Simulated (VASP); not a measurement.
# CuO (P-1) in VASP: a series of runs

Runs on CuO. Level: PBEsol. Tasks: single point.

All numbers are computed with VASP 6.6.1; they aren't measurements. Logs are shortened: lines on timing, memory, paths and dates and some standing lists are left out, and cuts for length are marked.

### Step 1. The cell of the first run

The typed cell holds 4 atoms: a = 2.880 Å, b = 2.880 Å, c = 5.176 Å, α = 89.81°, β = 89.81°, γ = 89.22°.

### Step 2. Single point, PBEsol

Contents of INCAR:

```
PREC = Accurate
ENCUT = 520
EDIFF = 1E-7
ISMEAR = 0
SIGMA = 0.1
LREAL = F
LASPH = T
NELM = 80
ALGO = Normal
ISIF = 2
LWAVE = F
LCHARG = T
GGA = PS
LELF = T
LVHAR = T
NBANDS = 25
```

Contents of KPOINTS:

```
regular mesh
0
Gamma
  7 7 4
```

Contents of POSCAR:

```
CuO
1.0
    2.8795009639      0.0000000000      0.0000000000
    0.0390727580      2.8792794796      0.0000000000
    0.0174953863      0.0172449008      5.1763391994
Cu O
2 2
Direct
    0.5000000000      0.0000000000      0.5000000000
    0.0000000000      0.5000000000      0.0000000000
    0.0015760300      0.9983282200      0.2501129000
    0.9984239700      0.0016717800      0.7498871000
```

Potentials or basis: VASP PAW PBE potentials, release 64 (Cu, O).

Started as:

```bash
$ cat potpaw_PBE.64/Cu/POTCAR potpaw_PBE.64/O/POTCAR > POTCAR
$ mpirun -np 1 vasp_std > vasp.out
```

OUTCAR:

```text
PREC = Accurate
   ENCUT = 520
   EDIFF = 1E-7
   ISMEAR = 0
   LREAL = F
   LASPH = T
   NELM = 80
   ISIF = 2
   GGA = PS

 ion  position               nearest neighbor table
   1  0.500  0.000  0.500-   3 1.94   4 1.94   3 1.94   4 1.94
   2  0.000  0.500  0.000-   3 1.94   4 1.94   4 1.94   3 1.94
   3  0.002  0.998  0.250-   1 1.94   1 1.94   2 1.94   2 1.94
   4  0.998  0.002  0.750-   1 1.94   1 1.94   2 1.94   2 1.94

  LATTYP: Found a base centered monoclinic cell.
 ALAT       =    11.1169163425
 B/A-ratio  =     0.3638182808
 C/A-ratio  =     0.4656324948
 COS(beta)  =    -0.9295148209

  Lattice vectors:

 A1 = (   2.8620055776,  -0.0172449008,  -5.1763391994)
 A2 = (   0.0215773717,   2.8620345788,  -5.1763391994)
 A3 = (   0.0174953863,   0.0172449008,   5.1763391994)

Analysis of symmetry for initial positions (statically):
=====================================================================
 Subroutine PRICEL returns:
 Original cell was already a primitive cell.

 Routine SETGRP: Setting up the symmetry group for a
 base centered monoclinic supercell.

 Subroutine GETGRP returns: Found  2 space group operations
 (whereof  2 operations were pure point group operations)
 out of a pool of  4 trial point group operations.

The static configuration has the point symmetry S_2 .

Analysis of symmetry for dynamics (positions and initial velocities):
=====================================================================
 Subroutine PRICEL returns:
 Original cell was already a primitive cell.

 Routine SETGRP: Setting up the symmetry group for a
 base centered monoclinic supercell.

 Subroutine GETGRP returns: Found  2 space group operations
 (whereof  2 operations were pure point group operations)
 out of a pool of  4 trial point group operations.

The dynamic configuration has the point symmetry S_2 .

 Subroutine INISYM returns: Found  2 space group operations
 (whereof  2 operations are pure point group operations),
 and found     1 'primitive' translations

----------------------------------------------------------------------------------------

                                     Primitive cell

  volume of cell :      42.9164

  direct lattice vectors                    reciprocal lattice vectors
     2.879500964  0.000000000  0.000000000     0.347282398 -0.004712735 -0.001158071
     0.039072758  2.879279480  0.000000000     0.000000000  0.347309112 -0.001157055
     0.017495386  0.017244901  5.176339199     0.000000000  0.000000000  0.193186722

  length of vectors
     2.879500964  2.879544582  5.176397491     0.347316304  0.347311040  0.193186722

  position of ions in fractional coordinates (direct lattice)
     0.500000000  0.000000000  0.500000000
     1.000000000  0.500000000  0.000000000
     0.001576030  0.998328220  0.250112900
     0.998423970  0.001671780  0.749887100

  ion indices of the primitive-cell ions
   primitive index   ion index
                 1           1
                 2           2
                 3           3
                 4           4

----------------------------------------------------------------------------------------

 KPOINTS: regular mesh

Automatic generation of k-mesh.
 Grid dimensions read from file:
 generate k-points for:    7    7    4

 Generating k-lattice:

  Cartesian coordinates                     Fractional coordinates (reciprocal lattice)
     0.049611771 -0.000673248 -0.000165439     0.142857143 -0.000000000 -0.000000000
     0.000000000  0.049615587 -0.000165294     0.000000000  0.142857143  0.000000000
     0.000000000  0.000000000  0.048296680     0.000000000  0.000000000  0.250000000

  Length of vectors
     0.049616615  0.049615863  0.048296680

  Shift w.r.t. Gamma in fractional coordinates (k-lattice)
     0.000000000  0.000000000  0.000000000

 Subroutine IBZKPT returns following result:
 ===========================================

 Found     99 irreducible k-points:

 Following reciprocal coordinates:
            Coordinates               Weight
  0.000000  0.000000  0.000000      1.000000
  0.142857 -0.000000  0.000000      2.000000
  0.000000 -0.142857  0.000000      2.000000
  0.285714  0.000000  0.000000      2.000000
  0.000000 -0.285714  0.000000      2.000000
  0.428571  0.000000  0.000000      2.000000
[... 16 lines left out ...]
 -0.285714  0.285714 -0.000000      2.000000
  0.428571  0.428571 -0.000000      2.000000
 [... further k-points ...]
   k-points           NKPTS =     99   k-points in BZ     NKDIM =     99   number of bands    NBANDS=     25
   number of dos      NEDOS =    301   number of ions     NIONS =      4
   total plane-waves  NPLWV =  23040
   dimension x,y,z NGX =    24 NGY =   24 NGZ =   40
   dimension x,y,z NGXF=    48 NGYF=   48 NGZF=   80
   ions per type =               2   2
   NGX,Y,Z   is equivalent  to a cutoff of  13.86, 13.86, 12.85 a.u.
   NGXF,Y,Z  is equivalent  to a cutoff of  27.71, 27.71, 25.69 a.u.
 SYSTEM =  unknown system
[... 32 lines left out ...]
  Thomas-Fermi vector in A             =   2.624423
   LORBIT       =      0    0 simple, 1 ext, 2 COOP (PROOUT), +10 PAW based schemes
   GGA     = PS    functional components
   LHFCALC =     F    Hartree Fock is set to
   AEXX    =    0.0000 exact exchange contribution
   IVDW    =     0    specifies the selected vdW correction
   LEPSILON=     F    determine dielectric tensor
   LRPA    =     F    only Hartree local field effects (RPA)
 non-spin polarized calculation
 Gauss-broadening in eV      SIGMA  =   0.10
  energy-cutoff  :      520.00
  volume of cell :       42.92
 maximum number of plane-waves:      1173
 NGX is ok and might be reduce to    24
   NGX = 11   NGY = 11   NGZ = 19

 number of electron      33.9999982 magnetization

 Free energy of the ion-electron system (eV)
  ---------------------------------------------------
  ext. energy  EPLUGINS =         0.00000000
  ---------------------------------------------------
  free energy    TOTEN  =       -21.48575899 eV

  energy without entropy =      -21.47860120  energy(sigma->0) =      -21.48218009

 E-fermi :   5.1096     XC(G=0): -11.7787

 val. band max:        5.0804574154   @ k =   0.1429  -0.0000   0.2500
 cond. band min:       5.1238594778   @ k =  -0.2857   0.1429   0.5000
 fundamental gap:      0.0434020624
 Fermi energy:         5.1096001496

 k-point     1 :       0.0000    0.0000    0.0000
  band No.  band energies     occupation
      1     -14.8462      2.00000
      2     -13.5116      2.00000
      3      -3.3406      2.00000
      4      -0.4749      2.00000
      5      -0.4468      2.00000
      6       1.2148      2.00000
[... 17 lines left out ...]
     24      19.8362      0.00000
     25      20.0509      0.00000

 k-point     2 :       0.1429   -0.0000    0.0000
  band No.  band energies     occupation
      1     -14.7295      2.00000
      2     -13.4731      2.00000
      3      -3.1442      2.00000
      4      -0.5924      2.00000
      5      -0.4010      2.00000
      6       0.2803      2.00000
[... 17 lines left out ...]
     24      20.1203      0.00000
     25      20.3167      0.00000

 k-point     3 :       0.0000   -0.1429    0.0000
  band No.  band energies     occupation
      1     -14.7296      2.00000
      2     -13.4729      2.00000
      3      -3.1445      2.00000
      4      -0.5865      2.00000
      5      -0.4081      2.00000
      6       0.2813      2.00000
[... 17 lines left out ...]
     24      20.1186      0.00000
     25      20.2202      0.00000

 k-point     4 :       0.2857    0.0000    0.0000
  band No.  band energies     occupation
      1     -14.4506      2.00000
      2     -13.3849      2.00000
      3      -2.6677      2.00000
      4      -1.1777      2.00000
      5      -0.7654      2.00000
      6      -0.2721      2.00000
[... 17 lines left out ...]
     24      19.6373      0.00000
     25      20.5155      0.00000
[... 477 lines left out ...]
 k-point    22 :      -0.2857    0.4286   -0.0000
  band No.  band energies     occupation
      1     -13.8529      2.00000
      2     -13.2191      2.00000
      3      -1.8300      2.00000
      4      -1.4965      2.00000
      5      -0.8335      2.00000
      6      -0.5869      2.00000
[... 17 lines left out ...]
     24      17.3573      0.00000
     25      19.0098      0.00000

 k-point    23 :      -0.2857    0.2857   -0.0000
  band No.  band energies     occupation
      1     -14.0775      2.00000
      2     -13.2782      2.00000
      3      -1.9670      2.00000
      4      -1.0618      2.00000
      5      -0.8367      2.00000
      6      -0.6828      2.00000
[... 17 lines left out ...]
     24      16.8463      0.00000
     25      20.1663      0.00000

 k-point    24 :       0.4286    0.4286   -0.0000
  band No.  band energies     occupation
      1     -13.6395      2.00000
      2     -13.1680      2.00000
      3      -1.7071      2.00000
      4      -1.6151      2.00000
      5      -0.9811      2.00000
      6      -0.4942      2.00000
[... 17 lines left out ...]
     24      16.0452      0.00000
     25      17.2751      0.00000

 [... further k-points ...]
[... 5 lines left out ...]
  --------------------------------------------------------------------------------------
  -------------------------------------------------------------------------------------
  Total       -0.0409775     -0.0523573     -0.9535405     -0.0209941     -0.0010033     -0.0045480
  in kB       -1.5297903     -1.9546288    -35.5980272     -0.7837605     -0.0374566     -0.1697893
  external PRESSURE =     -13.0274821 kB  Pullay stress =       0.0000000 kB

 VOLUME and BASIS-vectors are now :
 -----------------------------------------------------------------------------
  energy-cutoff  :      520.00
  volume of cell :       42.92
      direct lattice vectors                 reciprocal lattice vectors
     2.879500964  0.000000000  0.000000000     0.347282398 -0.004712735 -0.001158071
     0.039072758  2.879279480  0.000000000     0.000000000  0.347309112 -0.001157055
     0.017495386  0.017244901  5.176339199     0.000000000  0.000000000  0.193186722

 POSITION                                       TOTAL-FORCE (eV/Angst)
 -----------------------------------------------------------------------------------
      1.44850      0.00862      2.58817         0.000000     -0.000000      0.000000
      0.01954      1.43964      0.00000        -0.000000     -0.000000      0.000000
      0.04792      2.87878      1.29467        -0.005727      0.007345     -0.009122
      2.88815      0.01775      3.88167         0.005727     -0.007345      0.009122
 -----------------------------------------------------------------------------------
    total drift:                                0.000000     -0.000000     -0.000000

  FREE ENERGIE OF THE ION-ELECTRON SYSTEM (eV)
  ---------------------------------------------------
  free  energy   TOTEN  =       -21.4857589902 eV

  energy  without entropy=      -21.4786011990  energy(sigma->0) =      -21.48218009
```

It took 42 s on 1 thread of Intel Xeon 6975P-C (Granite Rapids), shared host; peak memory 0.22 GiB.

Results:

| Property | Result |
| --- | --- |
| Free energy | -21.4858 eV |
| Pressure | -1.3 GPa |
| Largest force | 0.013 eV/Å |
| Band gap on the k mesh | zero (band 17 reaches 5.77 eV, above the bottom of band 18 at 4.63 eV) |

Forces in eV/Å, atoms in the order of the input:
```
Cu   0.000  0.000  0.000
Cu   0.000  0.000  0.000
O   -0.006  0.007 -0.009
O    0.006 -0.007  0.009
```

Caveat: the PAW data sets were made with another functional, which shifts forces and pressure a little; semilocal functionals often make such compounds metallic where correlation or magnetic order opens a gap, which also shifts bond lengths. With open d or f shells a metallic result of PBEsol can be an artefact of self-interaction; +U or a hybrid may open a gap.

### Step 3. Single point, PBEsol

Contents of INCAR:

```
SYSTEM = CuO
PREC = Accurate
ENCUT = 520
EDIFF = 1E-7
ISMEAR = 0
SIGMA = 0.2
LREAL = .False.
LASPH = .True.
NELM = 80
ALGO = Normal
ISIF = 2
LWAVE = .False.
LCHARG = .False.
GGA = PS
NBANDS = 25
```

Contents of KPOINTS:

```
Automatic mesh
0
Gamma
  7 7 4
  0 0 0
```

POSCAR is that of step 2.

Potentials or basis: VASP PAW PBE potentials, release 64 (Cu, O).

Started as:

```bash
$ cat potpaw_PBE.64/Cu/POTCAR potpaw_PBE.64/O/POTCAR > POTCAR
$ mpirun -np 1 vasp_std > vasp.out
```

It took 41 s on 1 thread of Intel Xeon 6975P-C (Granite Rapids), shared host; peak memory 0.22 GiB.

Results (log left out):

* Free energy: -21.4980 eV
* Pressure: -1.3 GPa
* Largest force: 0.013 eV/Å
* Band gap on the k mesh: zero (band 17 reaches 5.77 eV, above the bottom of band 18 at 4.63 eV)

Forces in eV/Å, atoms in the order of the input:
```
Cu   0.000  0.000  0.000
Cu   0.000  0.000  0.000
O   -0.006  0.007 -0.009
O    0.006 -0.007  0.009
```

Stress tensor (GPa, compression positive):
```
-0.17 -0.07 -0.01
-0.07 -0.22  0.00
-0.01  0.00 -3.52
```

Levels at points of the mesh, in eV from the Fermi level:
| k point | band 13 | band 14 | band 15 | band 16 | band 17 | band 18 | band 19 | band 20 | band 21 | band 22 |
| --- | --- | --- | --- | --- | --- | --- | --- | --- | --- | --- |
| (0.00, 0.00, 0.00) | -2.47 | -2.43 | -2.34 | -2.04 | 0.66 | 0.69 | 1.44 | 6.07 | 7.30 | 13.50 |
| (0.00, 0.00, 0.50) | -2.39 | -2.38 | -1.55 | -1.55 | 0.08 | 0.09 | 3.53 | 3.53 | 11.49 | 11.50 |

Caveat: the PAW data sets were made with another functional, which shifts forces and pressure a little; semilocal functionals often make such compounds metallic where correlation or magnetic order opens a gap, which also shifts bond lengths. With open d or f shells a metallic result of PBEsol can be an artefact of self-interaction; +U or a hybrid may open a gap.

### Step 4. Single point, PBEsol

Contents of INCAR:

```
SYSTEM = CuO
ALGO = Normal
EDIFF = 1E-7
ENCUT = 520
GGA = PS
ISIF = 2
ISMEAR = 0
LASPH = .True.
LCHARG = .False.
LREAL = .False.
LWAVE = .False.
NBANDS = 25
NELM = 80
PREC = Accurate
SIGMA = 0.4
```

Contents of KPOINTS:

```
k-points
0
Gamma
  7 7 4
  0 0 0
```

POSCAR is that of step 3.

Started as:

```bash
$ cat potpaw_PBE.64/Cu/POTCAR potpaw_PBE.64/O/POTCAR > POTCAR
$ mpirun -np 1 vasp_std > vasp.out
```

Run time: 42 s. Hardware: 1 thread of Intel Xeon 6975P-C (Granite Rapids), shared host; peak memory 0.22 GiB.

The run converged. Its results:

```
Free energy            : -21.5618 eV
Pressure               : -1.2 GPa
Largest force          : 0.012 eV/Å
Band gap on the k mesh : zero (band 17 reaches 5.77 eV, above the bottom of band 18 at 4.63 eV)
```

Forces in eV/Å, atoms in the order of the input:
```
Cu   0.000  0.000  0.000
Cu   0.000  0.000  0.000
O   -0.005  0.007 -0.009
O    0.005 -0.007  0.009
```

Stress tensor (GPa, compression positive):
```
-0.15 -0.07 -0.01
-0.07 -0.19  0.00
-0.01  0.00 -3.22
```

Levels at points of the mesh, in eV from the Fermi level:
| k point | band 13 | band 14 | band 15 | band 16 | band 17 | band 18 | band 19 | band 20 | band 21 | band 22 |
| --- | --- | --- | --- | --- | --- | --- | --- | --- | --- | --- |
| (0.00, 0.00, 0.00) | -2.48 | -2.43 | -2.35 | -2.05 | 0.67 | 0.70 | 1.44 | 6.08 | 7.31 | 13.50 |
| (0.00, 0.00, 0.50) | -2.39 | -2.39 | -1.55 | -1.55 | 0.09 | 0.09 | 3.53 | 3.54 | 11.50 | 11.51 |

Caveat: the PAW data sets were made with another functional, which shifts forces and pressure a little; semilocal functionals often make such compounds metallic where correlation or magnetic order opens a gap, which also shifts bond lengths. With open d or f shells a metallic result of PBEsol can be an artefact of self-interaction; +U or a hybrid may open a gap.

### Step 5. Single point, PBEsol

Contents of INCAR:

```
  ALGO = Normal
  EDIFF = 1E-6
  ENCUT = 520
  GGA = PS
  ISIF = 2
  ISMEAR = 0
  LASPH = True
  LCHARG = True
  LELF = True
  LREAL = False
  LVHAR = True
  LWAVE = False
  NBANDS = 25
  NELM = 60
  PREC = Accurate
  SIGMA = 0.1
```

Contents of KPOINTS:

```
k-points
0
Gamma
  10 10 6
```

POSCAR is that of step 4.

Started as:

```bash
$ cat potpaw_PBE.64/Cu/POTCAR potpaw_PBE.64/O/POTCAR > POTCAR
$ mpirun -np 1 vasp_std > vasp.out
```

Wall time 2.5 min (1 thread of Intel Xeon 6975P-C (Granite Rapids), shared host); peak memory 0.37 GiB.

Results (log left out):

```
Free energy            : -21.4761 eV
Pressure               : -1.3 GPa
Largest force          : 0.013 eV/Å
Band gap on the k mesh : zero (band 17 reaches 5.76 eV, above the bottom of band 18 at 4.62 eV)
```

Forces on the atoms (eV/Å):
```
Cu   0.000  0.000  0.000
Cu   0.000  0.000  0.000
O   -0.005  0.007 -0.010
O    0.005 -0.007  0.010
```

Stress tensor (GPa, compression positive):
```
-0.26 -0.07 -0.01
-0.07 -0.30  0.01
-0.01  0.01 -3.42
```

Levels at points of the mesh, in eV from the Fermi level:
| k point | band 14 | band 15 | band 16 | band 17 | band 18 | band 19 | band 20 | band 21 |
| --- | --- | --- | --- | --- | --- | --- | --- | --- |
| (0.00, 0.00, 0.00) | -2.43 | -2.35 | -2.05 | 0.66 | 0.69 | 1.44 | 6.07 | 7.30 |
| (0.50, 0.00, 0.00) | -1.96 | -1.61 | -1.52 | 0.22 | 0.45 | 3.41 | 6.00 | 6.53 |
| (0.00, 0.50, 0.00) | -1.96 | -1.61 | -1.52 | 0.22 | 0.45 | 3.41 | 6.00 | 6.53 |
| (0.50, 0.50, 0.00) | -2.37 | -1.65 | -1.19 | -1.18 | 1.18 | 2.04 | 7.07 | 9.79 |
| (0.00, 0.00, 0.50) | -2.39 | -1.55 | -1.55 | 0.08 | 0.09 | 3.52 | 3.53 | 11.49 |
| (0.50, 0.00, 0.50) | -2.42 | -2.05 | -1.86 | -0.13 | 0.68 | 4.17 | 5.94 | 8.25 |
| (0.00, 0.50, 0.50) | -2.42 | -2.05 | -1.86 | -0.13 | 0.69 | 4.17 | 5.93 | 8.25 |
| (0.50, 0.50, 0.50) | -2.01 | -1.41 | -1.41 | -0.49 | -0.49 | 3.91 | 3.91 | 10.77 |

Caveat: the PAW data sets were made with another functional, which shifts forces and pressure a little; semilocal functionals often make such compounds metallic where correlation or magnetic order opens a gap, which also shifts bond lengths.

### Step 6. Single point, PBEsol

Contents of INCAR:

```
PREC = Accurate
ENCUT = 520
EDIFF = 1E-7
ISMEAR = 0
SIGMA = 0.1
LREAL = F
LASPH = T
NELM = 100
ALGO = Normal
ISIF = 2
LWAVE = F
LCHARG = F
GGA = PS
NBANDS = 25
```

Contents of KPOINTS:

```
Automatic mesh
0
Gamma
  10 10 6
  0.5 0.5 0.5
```

POSCAR is that of step 5.

Potentials or basis: VASP PAW PBE potentials, release 64 (Cu, O).

Started as:

```bash
$ cat potpaw_PBE.64/Cu/POTCAR potpaw_PBE.64/O/POTCAR > POTCAR
$ mpirun -np 1 vasp_std > vasp.out
```

It took 2.4 min on 1 thread of Intel Xeon 6975P-C (Granite Rapids), shared host; peak memory 0.37 GiB.

The run converged. Its results:

```yaml
Free_energy: -21.4786 eV
Pressure: -1.3 GPa
Largest_force: 0.013 eV/Å
Band_gap_on_the_k_mesh: zero (band 17 reaches 5.69 eV, above the bottom of band 18 at 4.78 eV)
```

Forces in eV/Å, atoms in the order of the input:
```
Cu   0.000  0.000  0.000
Cu   0.000  0.000  0.000
O   -0.005  0.007 -0.009
O    0.005 -0.007  0.009
```

Stress tensor (GPa, compression positive):
```
-0.05 -0.07 -0.01
-0.07 -0.09  0.00
-0.01  0.00 -3.71
```

Levels at points of the mesh, in eV from the Fermi level:
| k point | band 13 | band 14 | band 15 | band 16 | band 17 | band 18 | band 19 | band 20 | band 21 | band 22 |
| --- | --- | --- | --- | --- | --- | --- | --- | --- | --- | --- |
| (0.05, 0.05, 0.08) | -2.43 | -2.34 | -2.29 | -2.02 | 0.58 | 0.59 | 1.72 | 5.97 | 7.53 | 13.27 |

Caveat: the PAW data sets were made with another functional, which shifts forces and pressure a little; semilocal functionals often make such compounds metallic where correlation or magnetic order opens a gap, which also shifts bond lengths. With open d or f shells a metallic result of PBEsol can be an artefact of self-interaction; +U or a hybrid may open a gap.

### Step 7. Overview

```tsv
k mesh	smearing	gap on the mesh (eV)	pressure (GPa)	largest force (eV/Å)
7 × 7 × 4	gaussian 0.1 eV	none	-1.3	0.01
7 × 7 × 4	gaussian 0.2 eV	none	-1.3	0.01
7 × 7 × 4	gaussian 0.4 eV	none	-1.2	0.01
10 × 10 × 6	gaussian 0.1 eV	none	-1.3	0.01
10 × 10 × 6, shifted	gaussian 0.1 eV	none	-1.3	0.01
```

Alike in all rows: task single point; level PBEsol; potentials or basis VASP PAW PBE potentials, release 64 (Cu, O); no spin polarisation; cell as given; cutoff (eV) 520.

Every run on the cell as given and a fine mesh finds a metal.

Caveats: the PAW data sets were made with another functional, which shifts forces and pressure a little; semilocal functionals often make such compounds metallic where correlation or magnetic order opens a gap, which also shifts bond lengths.

Absolute energies hang on the potentials; compare differences alone.
